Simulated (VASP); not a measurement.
# KRb2WF6 (Fm-3m) in VASP: single point with r2SCAN

Aim: the single point of KRb2WF6 with r2SCAN.

Everything below comes from runs of VASP 6.6.1. Logs are shortened: lines on timing, memory, paths and dates and some standing lists are left out, and cuts for length are marked.

## 1. The cell of the first run

It takes space group Fm-3m (No. 225, cubic). Conventional cell: a = 8.951 Å, b = 8.951 Å, c = 8.951 Å, α = 90.00°, β = 90.00°, γ = 90.00°. Within 2.7 Å of W (site symmetry m-3m) lie 6 F at 2.03 Å. K (site symmetry m-3m) has 6 F at 2.44 Å within 3.2 Å. Rb (site symmetry -43m) has 12 F at 3.17 Å and 4 W at 3.88 Å and 4 K at 3.88 Å within 4.2 Å. Within 2.7 Å of F (site symmetry 4mm) lie 1 W at 2.03 Å and 1 K at 2.44 Å.

## 2. Single point, r2SCAN

POSCAR reads:

```
KRb2WF6
1.0
    0.0000000000      4.4755090000      4.4755090000
    4.4755090000      0.0000000000      4.4755090000
    4.4755090000      4.4755090000      0.0000000000
W K Rb F
1 1 2 6
Direct
    0.0000000000      0.0000000000      0.0000000000
    0.5000000000      0.5000000000      0.5000000000
    0.2500000000      0.2500000000      0.2500000000
    0.7500000000      0.7500000000      0.7500000000
    0.7730000000      0.2270000000      0.2270000000
    0.2270000000      0.7730000000      0.2270000000
    0.2270000000      0.7730000000      0.7730000000
    0.7730000000      0.2270000000      0.7730000000
    0.2270000000      0.2270000000      0.7730000000
    0.7730000000      0.7730000000      0.2270000000
```

INCAR.step1 reads:

```
ALGO = Normal
EDIFF = 1E-4
ENCUT = 520
GGA = PE
ISMEAR = -1
LASPH = True
LCHARG = False
LREAL = False
LWAVE = True
NBANDS = 52
NELM = 60
PREC = Accurate
SIGMA = 0.1
```

INCAR.step2 reads:

```
ALGO = Normal
EDIFF = 1E-6
ENCUT = 520
ISIF = 2
ISMEAR = -1
ISTART = 1
LASPH = True
LCHARG = False
LMIXTAU = True
LREAL = False
LWAVE = False
METAGGA = R2SCAN
NBANDS = 52
NELM = 60
PREC = Accurate
SIGMA = 0.1
```

KPOINTS reads:

```
k-points
0
Gamma
  4 4 4
```

Potentials or basis: VASP PAW PBE potentials, release 64 (W_sv, K_sv, Rb_sv, F).

The run is started by

```console
$ cat potpaw_PBE.64/W_sv/POTCAR potpaw_PBE.64/K_sv/POTCAR potpaw_PBE.64/Rb_sv/POTCAR potpaw_PBE.64/F/POTCAR > POTCAR
$ cp INCAR.step1 INCAR
$ mpirun -np 1 vasp_std > vasp.out
$ cp INCAR.step2 INCAR
$ mpirun -np 1 vasp_std > vasp.out
```

OUTCAR:

```text
EDIFF = 1E-6
   ENCUT = 520
   ISIF = 2
   ISMEAR = -1
   ISTART = 1
   LASPH = True
   LREAL = False
   METAGGA = R2SCAN
   NELM = 60
   PREC = Accurate

 ion  position               nearest neighbor table
   1  0.000  0.000  0.000-   5 2.03   6 2.03   7 2.03   8 2.03   9 2.03  10 2.03   3 3.88   4 3.88
                             4 3.88   4 3.88   4 3.88   3 3.88   3 3.88   3 3.88
   2  0.500  0.500  0.500-   5 2.44   6 2.44   7 2.44   8 2.44   9 2.44  10 2.44   3 3.88   4 3.88
                             3 3.88   3 3.88   3 3.88   4 3.88   4 3.88   4 3.88
   3  0.250  0.250  0.250-   5 3.17   8 3.17  10 3.17   6 3.17   7 3.17  10 3.17   7 3.17   8 3.17
                             9 3.17   5 3.17   6 3.17   9 3.17   2 3.88   1 3.88   1 3.88   1 3.88
   4  0.750  0.750  0.750-   7 3.17   8 3.17  10 3.17   5 3.17   6 3.17  10 3.17   5 3.17   8 3.17
                             9 3.17   6 3.17   7 3.17   9 3.17   1 3.88   2 3.88   2 3.88   2 3.88
   5  0.773  0.227  0.227-   1 2.03   2 2.44   4 3.17   4 3.17   3 3.17   3 3.17
   6  0.227  0.773  0.227-   1 2.03   2 2.44   4 3.17   4 3.17   3 3.17   3 3.17
   7  0.227  0.773  0.773-   1 2.03   2 2.44   4 3.17   4 3.17   3 3.17   3 3.17
   8  0.773  0.227  0.773-   1 2.03   2 2.44   4 3.17   4 3.17   3 3.17   3 3.17
   9  0.227  0.227  0.773-   1 2.03   2 2.44   4 3.17   4 3.17   3 3.17   3 3.17
  10  0.773  0.773  0.227-   1 2.03   2 2.44   4 3.17   4 3.17   3 3.17   3 3.17

  LATTYP: Found a face centered cubic cell.
 ALAT       =     8.9510180000

  Lattice vectors:

 A1 = (   0.0000000000,   4.4755090000,   4.4755090000)
 A2 = (   4.4755090000,   0.0000000000,   4.4755090000)
 A3 = (   4.4755090000,   4.4755090000,   0.0000000000)

Analysis of symmetry for initial positions (statically):
=====================================================================
 Subroutine PRICEL returns:
 Original cell was already a primitive cell.

 Routine SETGRP: Setting up the symmetry group for a
 face centered cubic supercell.

 Subroutine GETGRP returns: Found 48 space group operations
 (whereof 48 operations were pure point group operations)
 out of a pool of 48 trial point group operations.

The static configuration has the point symmetry O_h .

Analysis of symmetry for dynamics (positions and initial velocities):
=====================================================================
 Subroutine PRICEL returns:
 Original cell was already a primitive cell.

 Routine SETGRP: Setting up the symmetry group for a
 face centered cubic supercell.

 Subroutine GETGRP returns: Found 48 space group operations
 (whereof 48 operations were pure point group operations)
 out of a pool of 48 trial point group operations.

The dynamic configuration has the point symmetry O_h .

 Subroutine INISYM returns: Found 48 space group operations
 (whereof 48 operations are pure point group operations),
 and found     1 'primitive' translations

----------------------------------------------------------------------------------------

                                     Primitive cell

  volume of cell :     179.2905

  direct lattice vectors                    reciprocal lattice vectors
     0.000000000  4.475509000  4.475509000    -0.111719136  0.111719136  0.111719136
     4.475509000  0.000000000  4.475509000     0.111719136 -0.111719136  0.111719136
     4.475509000  4.475509000  0.000000000     0.111719136  0.111719136 -0.111719136

  length of vectors
     6.329325526  6.329325526  6.329325526     0.193503220  0.193503220  0.193503220

  position of ions in fractional coordinates (direct lattice)
     0.000000000  0.000000000  0.000000000
     0.500000000  0.500000000  0.500000000
     0.250000000  0.250000000  0.250000000
     0.750000000  0.750000000  0.750000000
     0.773000000  0.227000000  0.227000000
     0.227000000  0.773000000  0.227000000
     0.227000000  0.773000000  0.773000000
     0.773000000  0.227000000  0.773000000
     0.227000000  0.227000000  0.773000000
     0.773000000  0.773000000  0.227000000

  ion indices of the primitive-cell ions
   primitive index   ion index
                 1           1
                 2           2
                 3           3
                 4           4
                 5           5
                 6           6
                 7           7
                 8           8
                 9           9
                10          10

----------------------------------------------------------------------------------------

 KPOINTS: k-points

Automatic generation of k-mesh.
 Grid dimensions read from file:
 generate k-points for:    4    4    4

 Generating k-lattice:

  Cartesian coordinates                     Fractional coordinates (reciprocal lattice)
    -0.027929784  0.027929784  0.027929784     0.250000000  0.000000000  0.000000000
     0.027929784 -0.027929784  0.027929784     0.000000000  0.250000000  0.000000000
     0.027929784  0.027929784 -0.027929784     0.000000000  0.000000000  0.250000000

  Length of vectors
     0.048375805  0.048375805  0.048375805

  Shift w.r.t. Gamma in fractional coordinates (k-lattice)
     0.000000000  0.000000000  0.000000000

 Subroutine IBZKPT returns following result:
 ===========================================

 Found      8 irreducible k-points:

 Following reciprocal coordinates:
            Coordinates               Weight
  0.000000  0.000000  0.000000      1.000000
  0.250000  0.000000  0.000000      8.000000
  0.500000  0.000000  0.000000      4.000000
  0.250000  0.250000  0.000000      6.000000
  0.500000  0.250000  0.000000     24.000000
 -0.250000  0.250000  0.000000     12.000000
  0.500000  0.500000  0.000000      3.000000
 -0.250000  0.500000  0.250000      6.000000
   k-points           NKPTS =      8   k-points in BZ     NKDIM =      8   number of bands    NBANDS=     52
   number of dos      NEDOS =    301   number of ions     NIONS =     10
   total plane-waves  NPLWV = 110592
   dimension x,y,z NGX =    48 NGY =   48 NGZ =   48
   dimension x,y,z NGXF=    96 NGYF=   96 NGZF=   96
   ions per type =               1   1   2   6
   NGX,Y,Z   is equivalent  to a cutoff of  12.61, 12.61, 12.61 a.u.
   NGXF,Y,Z  is equivalent  to a cutoff of  25.22, 25.22, 25.22 a.u.
 SYSTEM =  unknown system
   PREC   = accura    normal or accurate (medium, high low for compatibility)
   ISTART =      1    job   : 0-new  1-cont  2-samecut
   ICHARG =      0    charge: 1-file 2-atom 10-const
   ISPIN  =      1    spin polarized calculation?
   LNONCOLLINEAR =      F non collinear calculations
   LSORBIT =      F    spin-orbit coupling
   LASPH  =      T    aspherical Exc in radial PAW
   ENCUT  =  520.0 eV  38.22 Ry    6.18 a.u.  11.77 11.77 11.77*2*pi/ulx,y,z
   NELM   =     60;   NELMIN=  2; NELMDL=  0     # of ELM steps
   EDIFF  = 0.1E-05   stopping-criterion for ELM
   LREAL  =      F    real-space projection
   EDIFFG = 0.1E-04   stopping-criterion for IOM
   NSW    =      0    number of steps for IOM
   IBRION =     -1    ionic relax: 0-MD 1-quasi-New 2-CG
   NFREE  =      0    steps in history (QN), initial steepest desc. (CG)
   ISIF   =      2    stress and relaxation
   ISYM   =      2    0-nonsym 1-usesym 2-fastsym
   POTIM  = 0.5000    time-step for ionic-motion
   TEBEG  =    0.0;   TEEND  =   0.0 temperature during run
   PSTRESS=    0.0 pullay stress
   NELECT =      83.0000    total number of electrons
   NUPDOWN=      -1.0000    fix difference up-down
   EMIN   =  10.00;   EMAX   =-10.00  energy-range for DOS
   EFERMI =   0.00;   METHOD = LEGACY
   ISMEAR =    -1;   SIGMA  =   0.10  broadening in eV -4-tet -1-fermi 0-gaus
   EFERMI_NEDOS =   21; number of points for ismear=-14 and -15
   IALGO  =     38    algorithm
   IMIX   =      4    mixing-type and parameters
     AMIX     =   0.40;   BMIX     =  1.00
     AMIX_MAG =   1.60;   BMIX_MAG =  1.00
  volume/ion in A,a.u.               =      17.93       120.99
  Fermi-wavevector in a.u.,A,eV,Ry     =   1.266432  2.393209 21.821693  1.603849
  Thomas-Fermi vector in A             =   2.399633
   LORBIT       =      0    0 simple, 1 ext, 2 COOP (PROOUT), +10 PAW based schemes
   METAGGA = R2SCAN    functional components
   LHFCALC =     F    Hartree Fock is set to
   AEXX    =    0.0000 exact exchange contribution
   IVDW    =     0    specifies the selected vdW correction
   LEPSILON=     F    determine dielectric tensor
   LRPA    =     F    only Hartree local field effects (RPA)
 non-spin polarized calculation
  energy-cutoff  :      520.00
  volume of cell :      179.29
 maximum number of plane-waves:      4909
   NGX = 23   NGY = 23   NGZ = 23

 number of electron      83.0000024 magnetization

 Free energy of the ion-electron system (eV)
  ---------------------------------------------------
  ext. energy  EPLUGINS =         0.00000000
  ---------------------------------------------------
  free energy    TOTEN  =      -129.28175121 eV

  energy without entropy =     -128.87798397  energy(sigma->0) =     -129.07986759

 E-fermi :   4.1254     XC(G=0):  -9.3878

 val. band max:        4.1225118945   @ k =  -0.2500   0.2500   0.0000
 cond. band min:       4.1292879170   @ k =  -0.2500   0.2500   0.0000
 fundamental gap:      0.0067760226
 Fermi energy:         4.1253829362

 k-point     1 :       0.0000    0.0000    0.0000
  band No.  band energies     occupation
      1     -73.2522      2.00000
      2     -37.0015      2.00000
      3     -37.0015      2.00000
      4     -37.0015      2.00000
      5     -28.6544      2.00000
      6     -26.3355      2.00000
[... 44 lines left out ...]
     51       8.2940      0.00000
     52       9.0538      0.00000

 k-point     2 :       0.2500    0.0000    0.0000
  band No.  band energies     occupation
      1     -73.2521      2.00000
      2     -37.0016      2.00000
      3     -37.0015      2.00000
      4     -37.0015      2.00000
      5     -28.6532      2.00000
      6     -26.3282      2.00000
[... 44 lines left out ...]
     51       8.4638      0.00000
     52       8.6501      0.00000

 k-point     3 :       0.5000    0.0000    0.0000
  band No.  band energies     occupation
      1     -73.2521      2.00000
      2     -37.0016      2.00000
      3     -37.0015      2.00000
      4     -37.0015      2.00000
      5     -28.6519      2.00000
      6     -26.3142      2.00000
[... 44 lines left out ...]
     51       8.5963      0.00000
     52       8.7667      0.00000

 k-point     4 :       0.2500    0.2500    0.0000
  band No.  band energies     occupation
      1     -73.2521      2.00000
      2     -37.0015      2.00000
      3     -37.0015      2.00000
      4     -37.0015      2.00000
      5     -28.6532      2.00000
      6     -26.3268      2.00000
[... 44 lines left out ...]
     51       8.2812      0.00000
     52       8.6933      0.00000

 k-point     5 :       0.5000    0.2500    0.0000
  band No.  band energies     occupation
      1     -73.2521      2.00000
      2     -37.0016      2.00000
      3     -37.0015      2.00000
      4     -37.0015      2.00000
      5     -28.6524      2.00000
      6     -26.3169      2.00000
[... 44 lines left out ...]
     51       8.7219      0.00000
     52       8.9464      0.00000

 k-point     6 :      -0.2500    0.2500    0.0000
  band No.  band energies     occupation
      1     -73.2521      2.00000
      2     -37.0016      2.00000
      3     -37.0015      2.00000
      4     -37.0015      2.00000
      5     -28.6523      2.00000
      6     -26.3194      2.00000
[... 44 lines left out ...]
     51       8.5046      0.00000
     52       8.7723      0.00000

 k-point     7 :       0.5000    0.5000    0.0000
  band No.  band energies     occupation
      1     -73.2521      2.00000
      2     -37.0016      2.00000
      3     -37.0015      2.00000
      4     -37.0015      2.00000
      5     -28.6528      2.00000
      6     -26.3178      2.00000
[... 44 lines left out ...]
     51       8.9807      0.00000
     52       9.0618      0.00000

 k-point     8 :      -0.2500    0.5000    0.2500
  band No.  band energies     occupation
      1     -73.2521      2.00000
      2     -37.0015      2.00000
      3     -37.0015      2.00000
      4     -37.0015      2.00000
      5     -28.6524      2.00000
      6     -26.3119      2.00000
[... 44 lines left out ...]
     51       8.8819      0.00000
     52       8.9223      0.00000

------------------------ aborting loop because EDIFF is reached ----------------------------------------

  FORCE on cell =-STRESS in cart. coord.  units (eV):
  Direction    XX          YY          ZZ          XY          YZ          ZX
  --------------------------------------------------------------------------------------
  -------------------------------------------------------------------------------------
  Total        2.8851961      2.8851961      2.8851961      0.0000000      0.0000000      0.0000000
  in kB       25.7827132     25.7827132     25.7827132      0.0000000      0.0000000      0.0000000
  external PRESSURE =      25.7827132 kB  Pullay stress =       0.0000000 kB

 VOLUME and BASIS-vectors are now :
 -----------------------------------------------------------------------------
  energy-cutoff  :      520.00
  volume of cell :      179.29
      direct lattice vectors                 reciprocal lattice vectors
     0.000000000  4.475509000  4.475509000    -0.111719136  0.111719136  0.111719136
     4.475509000  0.000000000  4.475509000     0.111719136 -0.111719136  0.111719136
     4.475509000  4.475509000  0.000000000     0.111719136  0.111719136 -0.111719136

 POSITION                                       TOTAL-FORCE (eV/Angst)
 -----------------------------------------------------------------------------------
      0.00000      0.00000      0.00000         0.000000     -0.000000      0.000000
      4.47551      4.47551      4.47551         0.000000     -0.000000      0.000000
      2.23775      2.23775      2.23775         0.000000      0.000000      0.000000
      6.71326      6.71326      6.71326        -0.000000     -0.000000      0.000000
      2.03188      4.47551      4.47551         0.369351     -0.000000      0.000000
      4.47551      2.03188      4.47551         0.000000      0.369351      0.000000
      6.91914      4.47551      4.47551        -0.369351     -0.000000      0.000000
      4.47551      6.91914      4.47551         0.000000     -0.369351      0.000000
      4.47551      4.47551      2.03188         0.000000     -0.000000      0.369351
      4.47551      4.47551      6.91914         0.000000     -0.000000     -0.369351
 -----------------------------------------------------------------------------------
    total drift:                               -0.000000      0.000000      0.000000

  FREE ENERGIE OF THE ION-ELECTRON SYSTEM (eV)
  ---------------------------------------------------
  free  energy   TOTEN  =      -129.2817512122 eV

  energy  without entropy=     -128.8779839717  energy(sigma->0) =     -129.07986759
```

It took 7.9 min on 1 thread of Intel Xeon 8259CL, shared host; peak memory 0.4 GiB.

What came out:

```
Free energy            : -129.2818 eV
Pressure               : 2.6 GPa
Largest force          : 0.369 eV/Å
Band gap on the k mesh : zero (an odd number of electrons rules out a gap without spin polarisation)
```

Forces on the atoms (eV/Å):
```
W    0.000  0.000  0.000
K    0.000  0.000  0.000
Rb   0.000  0.000  0.000
Rb   0.000  0.000  0.000
F    0.369  0.000  0.000
F    0.000  0.369  0.000
F   -0.369  0.000  0.000
F    0.000 -0.369  0.000
F    0.000  0.000  0.369
F    0.000  0.000 -0.369
```

Levels at points of the mesh, in eV from the Fermi level:
| k point | band 38 | band 39 | band 40 | band 41 | band 42 | band 43 | band 44 | band 45 |
| --- | --- | --- | --- | --- | --- | --- | --- | --- |
| (0.00, 0.00, 0.00) | -7.17 | -7.17 | -7.17 | -0.11 | -0.11 | -0.11 | 0.34 | 2.63 |
| (0.50, 0.00, 0.00) | -7.30 | -7.30 | -7.27 | 0.01 | 0.01 | 0.01 | 2.29 | 2.56 |
| (0.50, 0.50, 0.00) | -7.45 | -7.45 | -7.18 | -0.07 | 0.07 | 0.07 | 2.45 | 2.81 |

Caveat: the PAW data sets were made with another functional, which shifts forces and pressure a little; spin-orbit coupling is left out, which moves the levels of the heavy elements; an odd number of electrons without spin polarisation forces a metal; a magnetic or distorted state may lie lower.
